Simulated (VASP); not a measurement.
Here is a VASP 6.6.1 calculation.

The input INCAR:

```
SYSTEM = Pb
  PREC = Accurate
  ENCUT = 520
  EDIFF = 1E-8
  ISMEAR = -1
  SIGMA = 0.05
  LREAL = .FALSE.
  LASPH = .TRUE.
  NELM = 80
  ALGO = Normal
  ISIF = 2
  LWAVE = .FALSE.
  LCHARG = .FALSE.
  GGA = CA
  LEFG = .TRUE.
  NBANDS = 21
```

The input KPOINTS:

```
regular mesh
0
G
  8 8 8
  0 0 0
```

POSCAR

```
Pb
1.0
    0.0000000000      3.4504253888      3.4504253888
    3.4504253888      0.0000000000      3.4504253888
    3.4504253888      3.4504253888      0.0000000000
Pb
2
Direct
    0.0000000000      0.0000000000      0.0000000000
    0.2500000000      0.2500000000      0.2500000000
```

Potentials or basis: VASP PAW LDA potentials, release 64 (Pb_d).

Run with:

```console
$ cat potpaw_LDA.64/Pb_d/POTCAR > POTCAR
$ mpirun -np 1 vasp_std > vasp.out
```

Question: Predict the pressure.

Answer: -1.0 GPa.

Question: What does it give for the band gap on the k mesh?

Answer: Zero (band 14 reaches 4.36 eV, above the bottom of band 15 at 3.22 eV).

Caveat: without QUAD_EFG the Cq values of the log hold for a quadrupole moment of 1 mb, not for the nuclei; spin-orbit coupling is left out, which moves the levels of the heavy elements.
